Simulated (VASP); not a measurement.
# PbS (Galena) (Fm-3m) in VASP: further runs, part 2 of 2

VASP 6.6.1. Earlier steps stand in the parts before.

### Step 3. Single point, PBE

This run uses another cell than the first one, of 27.65 Å³/atom, 1.019 times its volume.

Contents of INCAR:

```
SYSTEM = PbS
PREC = Accurate
ENCUT = 520
EDIFF = 1E-7
ISMEAR = 0
SIGMA = 0.01
LREAL = .FALSE.
LASPH = .TRUE.
NELM = 100
ALGO = Normal
ISIF = 2
LWAVE = .FALSE.
LCHARG = .FALSE.
GGA = PE
NBANDS = 17
```

Contents of KPOINTS:

```
regular mesh
0
G
  6 6 6
  0 0 0
```

Contents of POSCAR:

```
PbS
1.0
    0.0000000000      3.0239167281      3.0239167281
    3.0239167281      0.0000000000      3.0239167281
    3.0239167281      3.0239167281      0.0000000000
Pb S
1 1
Direct
    0.0000000000      0.0000000000      0.0000000000
    0.5000000000      0.5000000000      0.5000000000
```

Potentials or basis: VASP PAW PBE potentials, release 64 (Pb_d, S).

Launch:

```sh
$ cat potpaw_PBE.64/Pb_d/POTCAR potpaw_PBE.64/S/POTCAR > POTCAR
$ mpirun -np 1 vasp_std > vasp.out
```

OUTCAR:

```text
SYSTEM = PbS
   PREC = Accurate
   ENCUT = 520
   EDIFF = 1E-7
   ISMEAR = 0
   LREAL = .FALSE.
   LASPH = .TRUE.
   NELM = 100
   ISIF = 2
   GGA = PE

 ion  position               nearest neighbor table
   1  0.000  0.000  0.000-   2 3.02   2 3.02   2 3.02   2 3.02   2 3.02   2 3.02
   2  0.500  0.500  0.500-   1 3.02   1 3.02   1 3.02   1 3.02   1 3.02   1 3.02

  LATTYP: Found a face centered cubic cell.
 ALAT       =     6.0478334562

  Lattice vectors:

 A1 = (   0.0000000000,   3.0239167281,   3.0239167281)
 A2 = (   3.0239167281,   0.0000000000,   3.0239167281)
 A3 = (   3.0239167281,   3.0239167281,   0.0000000000)

Analysis of symmetry for initial positions (statically):
=====================================================================
 Subroutine PRICEL returns:
 Original cell was already a primitive cell.

 Routine SETGRP: Setting up the symmetry group for a
 face centered cubic supercell.

 Subroutine GETGRP returns: Found 48 space group operations
 (whereof 48 operations were pure point group operations)
 out of a pool of 48 trial point group operations.

The static configuration has the point symmetry O_h .

[... 150 lines left out ...]

 E-fermi :   5.0778     XC(G=0):  -9.4117

 val. band max:        5.0206625621   @ k =   0.5000   0.0000   0.0000
 cond. band min:       5.5820995604   @ k =   0.5000   0.0000   0.0000
 fundamental gap:      0.5614369983
 Fermi energy:         5.0778410758

 k-point     1 :       0.0000    0.0000    0.0000
  band No.  band energies     occupation
      1     -11.6633      2.00000
      2     -11.6633      2.00000
      3     -11.6633      2.00000
      4     -11.6457      2.00000
      5     -11.6457      2.00000
      6      -8.0141      2.00000
[... 297 lines left out ...]
      4     -11.6326      2.00000
      5     -11.6149      2.00000
      6      -6.5428      2.00000
[... 9 lines left out ...]
     16      16.7444      0.00000
     17      17.3725      0.00000

------------------------ aborting loop because EDIFF is reached ----------------------------------------

  FORCE on cell =-STRESS in cart. coord.  units (eV):
  Direction    XX          YY          ZZ          XY          YZ          ZX
  --------------------------------------------------------------------------------------
  -------------------------------------------------------------------------------------
  Total       -0.3690952     -0.3690952     -0.3690952     -0.0000000      0.0000000      0.0000000
  in kB      -10.6932446    -10.6932446    -10.6932446     -0.0000000      0.0000000      0.0000000
  external PRESSURE =     -10.6932446 kB  Pullay stress =       0.0000000 kB

 VOLUME and BASIS-vectors are now :
 -----------------------------------------------------------------------------
  energy-cutoff  :      520.00
  volume of cell :       55.30
      direct lattice vectors                 reciprocal lattice vectors
     0.000000000  3.023916728  3.023916728    -0.165348469  0.165348469  0.165348469
     3.023916728  0.000000000  3.023916728     0.165348469 -0.165348469  0.165348469
     3.023916728  3.023916728  0.000000000     0.165348469  0.165348469 -0.165348469

 POSITION                                       TOTAL-FORCE (eV/Angst)
 -----------------------------------------------------------------------------------
      0.00000      0.00000      0.00000         0.000000     -0.000000     -0.000000
      3.02392      3.02392      3.02392        -0.000000      0.000000      0.000000
 -----------------------------------------------------------------------------------
    total drift:                                0.000000     -0.000000     -0.000000

  FREE ENERGIE OF THE ION-ELECTRON SYSTEM (eV)
  ---------------------------------------------------
  free  energy   TOTEN  =        -8.7677218194 eV

  energy  without entropy=       -8.7677218194  energy(sigma->0) =       -8.76772182
```

OSZICAR:

```text
N       E                     dE             d eps       ncg     rms          rms(c)
DAV:   1     0.155509577106E+03    0.15551E+03   -0.96933E+03   552   0.121E+03
DAV:   2     0.310348510058E+01   -0.15241E+03   -0.14699E+03   577   0.311E+02
DAV:   3    -0.898595309018E+01   -0.12089E+02   -0.11993E+02   704   0.941E+01
DAV:   4    -0.929259804970E+01   -0.30664E+00   -0.30604E+00   742   0.160E+01
DAV:   5    -0.930326781596E+01   -0.10670E-01   -0.10668E-01   780   0.288E+00    0.425E+00
DAV:   6    -0.876195456275E+01    0.54131E+00   -0.16154E+00   833   0.801E+00    0.295E+00
DAV:   7    -0.876435956776E+01   -0.24050E-02   -0.14606E-01   696   0.188E+00    0.180E+00
DAV:   8    -0.876839029384E+01   -0.40307E-02   -0.20145E-02   624   0.144E+00    0.449E-01
DAV:   9    -0.876744870881E+01    0.94159E-03   -0.42757E-03   839   0.532E-01    0.113E-01
DAV:  10    -0.876772103004E+01   -0.27232E-03   -0.44901E-04   591   0.127E-01    0.912E-02
DAV:  11    -0.876772062431E+01    0.40574E-06   -0.57299E-05   768   0.839E-02    0.112E-02
DAV:  12    -0.876772185307E+01   -0.12288E-05   -0.38195E-06   690   0.186E-02    0.407E-03
DAV:  13    -0.876772181939E+01    0.33683E-07   -0.17110E-07   696   0.447E-03
   1 F= -.87677218E+01 E0= -.87677218E+01  d E =-.661125E-18
```

stdout:

```text
POSCAR found type information on POSCAR PbS
 POSCAR found :  2 types and       2 ions
 scaLAPACK will be used
 LDA part: xc-table for (Slater+PW92), standard interpolation
 POSCAR, INCAR and KPOINTS ok, starting setup
 FFT: planning ... GRIDC
 FFT: planning ... GRID_SOFT
 FFT: planning ... GRID
 WAVECAR not read
 entering main loop
```

It took 8.3 s on 1 thread of AMD EPYC 9R45 (Zen 5), shared host; peak memory 0.14 GiB.

What came out:

```yaml
Free_energy: -8.7677 eV
Pressure: -1.1 GPa
Band_gap_on_the_k_mesh: 0.56 eV, direct
```

Levels at points of the mesh, in eV from the valence-band top:
```csv
k point,band 7,band 8,band 9,band 10,band 11,band 12,band 13,band 14
"(0.00, 0.00, 0.00)",-6.08,-1.84,-1.84,-1.84,5.10,5.10,5.10,6.93
"(0.50, 0.00, 0.00)",-8.47,-1.49,-1.49,0.00,0.56,2.14,2.14,8.64
"(0.50, 0.50, 0.00)",-7.07,-4.65,-3.02,-3.02,4.17,5.43,5.52,5.52
```

Caveat: spin-orbit coupling is left out, which moves the levels of the heavy elements.
